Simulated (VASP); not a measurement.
A run of VASP 6.6.1 is set up as follows.

The input INCAR:

```
SYSTEM = Zr
ALGO = Normal
EDIFF = 1E-6
ENCUT = 520
GGA = PS
ISIF = 2
ISMEAR = -1
LASPH = .TRUE.
LCHARG = .TRUE.
LELF = .TRUE.
LREAL = .FALSE.
LVHAR = .TRUE.
LWAVE = .FALSE.
NBANDS = 19
NELM = 60
PREC = Accurate
SIGMA = 0.05
```

The input KPOINTS:

```
k-points
0
G
  14 14 8
  0 0 0
```

POSCAR

```
Zr
1.0
    3.0417841664      0.0000000000      0.0000000000
   -1.5208920832      2.6342623610      0.0000000000
    0.0000000000      0.0000000000      5.0046736124
Zr
2
Direct
    0.3333333333      0.6666666667      0.2500000000
    0.6666666667      0.3333333333      0.7500000000
```

Potentials or basis: VASP PAW PBE potentials, release 64 (Zr_sv).

The run is started by

```console
$ cat potpaw_PBE.64/Zr_sv/POTCAR > POTCAR
$ mpirun -np 1 vasp_std > vasp.out
```

**Question.** Estimate the pressure.

**Answer.** 13.1 GPa.

**Question.** What does it give for the band gap on the k mesh?

**Answer.** Zero (band 12 reaches 11.71 eV, above the bottom of band 13 at 10.33 eV).

Caveat: the PAW data sets were made with another functional, which shifts forces and pressure a little.
